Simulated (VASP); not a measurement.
Here is a VASP 6.6.1 calculation.

File INCAR:

```
SYSTEM = Si
PREC     = Accurate       ! precision mode
ENCUT    = 600            ! plane-wave cutoff, eV
EDIFF    = 1E-7           ! SCF threshold, eV
ISMEAR   = 0              ! smearing method
SIGMA    = 0.02           ! smearing width, eV
LREAL    = .False.        ! projectors in reciprocal space
LASPH    = .True.         ! aspherical terms in the spheres
NELM     = 100            ! most SCF steps
ALGO     = Normal         ! electronic algorithm
ISIF     = 4              ! what is computed and relaxed
LWAVE    = .False.        ! write WAVECAR
LCHARG   = .False.        ! write CHGCAR
GGA      = PE             ! functional
IBRION   = 2              ! ionic algorithm
NSW      = 50             ! ionic steps
EDIFFG   = -0.01          ! ionic threshold
```

KPOINTS

```
Automatic mesh
0
Gamma
  8 8 4
  0 0 0
```

File POSCAR:

```
Si
1.0
    3.1018158926     -1.8742479588      0.9565986856
    3.1018158926      1.8742479588      0.9565986856
    0.2631914214      0.0000000000      6.4865801481
Si
4
Direct
    0.0625006498      0.5625006498      0.8124996195
    0.4374993502      0.9374993502      0.6875003805
    0.9374993502      0.4374993502      0.1875003805
    0.5625006498      0.0625006498      0.3124996195
```

Potentials or basis: VASP PAW PBE potentials, release 64 (Si).

Command:

```bash
$ cat potpaw_PBE.64/Si/POTCAR > POTCAR
$ mpirun -np 1 vasp_std > vasp.out
```

(1) Predict the band gap on the k mesh.

Answers

(1) 0.49 eV.

Caveat: the relaxation stopped at its first step, so nothing moved.
